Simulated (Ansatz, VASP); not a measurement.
**Al: VASP beside Ansatz**

```
Al
1.0
     4.63162    0.00000    0.00000
    -2.31581    4.01110    0.00000
     0.00000    0.00000    3.03643
Al
3
Direct
  0.50000 0.50000 0.33333
  0.50000 0.00000 0.00000
  0.00000 0.50000 0.66667
```

Alike in both runs: task single point; functional PBE; k mesh 6 × 6 × 6; occupations gaussian, width 0.1 eV; no spin polarisation.

|  | VASP | Ansatz |
| --- | --- | --- |
| version | VASP 6.6.1 | Ansatz 0.2.0 |
| potentials or method | VASP PAW PBE potentials, release 64 (Al), cutoff 520 eV | scalar-relativistic, plane waves, PAW |
| valence electrons in the cell | 9 | 9 |

Ansatz gave:

```
gap on the k mesh at the Fermi level (eV)                     : none
pressure (GPa)                                                : 8.0
traceless stress, the component that is largest in VASP (GPa) : -10.19
```

Problem. What did VASP give for the same quantities?

Solution. gap on the k mesh at the Fermi level (eV): none; pressure (GPa): 8.0; traceless stress, the component that is largest in VASP (GPa): -10.18.

A gap of «none» marks a metal or a gap that the smearing closes. With one functional, cell and mesh, what is left measures potentials, basis and numerics.
